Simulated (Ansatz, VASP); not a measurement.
## One calculation of WC, two programs

Contents of INCAR:

```
SYSTEM = WC
PREC = Accurate
ENCUT = 600
EDIFF = 1E-6
ISMEAR = -1
SIGMA = 0.05
LREAL = .False.
LASPH = .True.
NELM = 200
ALGO = Normal
ISIF = 2
LWAVE = .False.
LCHARG = .False.
LNONCOLLINEAR = .True.
MAGMOM = 0 0 0 0 0 0
LORBIT = 11
LSORBIT = .True.
GGA_COMPAT = .False.
LORBMOM = .True.
LMAXMIX = 4
GGA = PS
NBANDS = 30
```

Contents of KPOINTS:

```
regular mesh
0
Gamma
  8 8 8
  0 0 0
```

The input POSCAR:

```
WC
1.0
    0.0000000000      2.1926840000      2.1926840000
    2.1926840000      0.0000000000      2.1926840000
    2.1926840000      2.1926840000      0.0000000000
W C
1 1
Direct
    0.0000000000      0.0000000000      0.0000000000
    0.5000000000      0.5000000000      0.5000000000
```

File input.yaml:

```yaml
crystal:
  lattice:
    - [0.0, 2.192684, 2.192684]
    - [2.192684, 0.0, 2.192684]
    - [2.192684, 2.192684, 0.0]
  atoms:
    - { symbol: W, position: [0.0, 0.0, 0.0] }
    - { symbol: C, position: [0.5, 0.5, 0.5] }
kpoints:
  mp_grid: { grid: [8, 8, 8] }
  band_path:
    path:
      - [0.0, 0.0, 0.0]
      - [0.5, 0.0, 0.5]
      - [0.5, 0.25, 0.75]
      - [0.375, 0.375, 0.75]
      - [0.0, 0.0, 0.0]
      - [0.5, 0.5, 0.5]
      - [0.625, 0.25, 0.625]
      - [0.5, 0.25, 0.75]
    npoints: 12
scf:
  occupations: { method: fermi_dirac, width: 0.05 }
hamiltonian:
  xc: pbesol
  pseudopotentials: { kind: all_electron, lapw: { basis_error: 0.001 } }
magnetization:
  noncollinear: true
  spin_orbit: true
output:
  forces: true
  stress: true
  eigenvalues: true
```

Alike in both runs: functional PBEsol; k mesh 8 × 8 × 8; occupations fermi-dirac, width 0.05 eV; non-collinear spin, spin-orbit coupling.

|  | VASP | Ansatz |
| --- | --- | --- |
| version | VASP 6.6.1 | Ansatz 0.2.0 |
| potentials or method | VASP PAW PBE potentials, release 64 (W_sv, C), cutoff 600 eV | all-electron LAPW, relativistic spinors |
| task | single point | band structure |

|  | VASP | Ansatz | Ansatz less VASP |
| --- | --- | --- | --- |
| pressure (GPa) | -8.0 | -9.8 | -1.86 |
| net moment per atom (μB) | 0.00 | 0.00 | 0.000 |

VASP's potentials were made for PBE, not for PBEsol. Ansatz ran all-electron here, and VASP with PAW potentials.

Noted on Ansatz's run: the k mesh is thin for a metal, which can move the energy by tens of meV per atom.
